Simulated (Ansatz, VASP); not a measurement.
# Two plane-wave programs on Al12H

```
CELL_PARAMETERS angstrom
5.67885 0.00000 0.00000
0.00000 5.67885 0.00000
0.00000 0.00000 21.14135
ATOMIC_POSITIONS crystal
Al 0.25000 0.25000 0.18920
Al 0.25000 0.75000 0.18920
Al 0.75000 0.25000 0.18920
Al 0.75000 0.75000 0.18920
Al 0.00000 0.00000 0.28708
Al 0.00000 0.50000 0.28708
Al 0.50000 0.00000 0.28708
Al 0.50000 0.50000 0.28708
Al 0.25000 0.25000 0.38509
Al 0.25000 0.75000 0.38509
Al 0.75000 0.25000 0.38509
Al 0.75000 0.75000 0.38509
H 0.33333 0.33333 0.53976
```

Alike in both runs: task single point; functional PBEsol; k mesh 5 × 5 × 1; occupations gaussian, width 0.1 eV; no spin polarisation.

```csv
,VASP,Ansatz
version,VASP 6.6.1,Ansatz 0.2.0
potentials or method,"VASP PAW PBE potentials, release 64 (Al, H), cutoff 520 eV","scalar-relativistic, plane waves, PAW"
valence electrons in the cell,37,37
```

|  | VASP | Ansatz | Ansatz less VASP |
| --- | --- | --- | --- |
| gap on the k mesh at the Fermi level (eV) | none | none | - |
| rms of the force components (eV/Å) | 0.148 | 0.148 | -0.0002 |
| work function, face that differs most (eV) | 4.47 | 4.47 | -0.002 |

VASP's potentials were made for PBE, not for PBEsol. Atom by atom the forces differ by 0.001 eV/Å (rms over components). A gap of «none» marks a metal or a gap that the smearing closes. With one functional, cell and mesh, what is left measures potentials, basis and numerics.
